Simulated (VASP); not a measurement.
A run of VASP 6.6.1 is set up as follows.

Contents of INCAR:

```
SYSTEM = SnSe2
PREC = Accurate ; ENCUT = 520
EDIFF = 1E-6 ; ISMEAR = 0
SIGMA = 0.02 ; LREAL = .FALSE.
LASPH = .TRUE. ; NELM = 100
ALGO = Normal ; ISIF = 2
LWAVE = .FALSE. ; LCHARG = .FALSE.
GGA = PS ; NBANDS = 20
```

File KPOINTS:

```
Automatic mesh
0
G
  12 12 6
  0 0 0
```

File POSCAR:

```
SnSe2
1.0
    3.7410997642      0.0000000000      0.0000000000
   -1.8705498821      3.2398874339      0.0000000000
    0.0000000000      0.0000000000      6.3013676425
Sn Se
1 2
Direct
    0.0000000000      0.0000000000      0.0000000000
    0.6666666667      0.3333333333      0.7442224355
    0.3333333333      0.6666666667      0.2557775645
```

Potentials or basis: VASP PAW PBE potentials, release 64 (Sn_d, Se).

Command:

```bash
$ cat potpaw_PBE.64/Sn_d/POTCAR potpaw_PBE.64/Se/POTCAR > POTCAR
$ mpirun -np 1 vasp_std > vasp.out
```

Question: What does it give for the largest force?

Answer: 0.021 eV/Å.

Question: Predict the pressure.

Answer: 1.8 GPa.

Question: Predict the band gap on the k mesh.

Answer: 0.46 eV, indirect (least direct gap 1.07 eV).

Forces on the atoms (eV/Å):
```
Sn   0.000  0.000  0.000
Se   0.000  0.000 -0.021
Se   0.000  0.000  0.021
```

Caveat: the PAW data sets were made with another functional, which shifts forces and pressure a little; spin-orbit coupling is left out, which moves the levels of the heavy elements; this functional lacks dispersion, which binds the layers, so the pressure and a relaxed spacing across them are unreliable. A k mesh can miss the band edges.
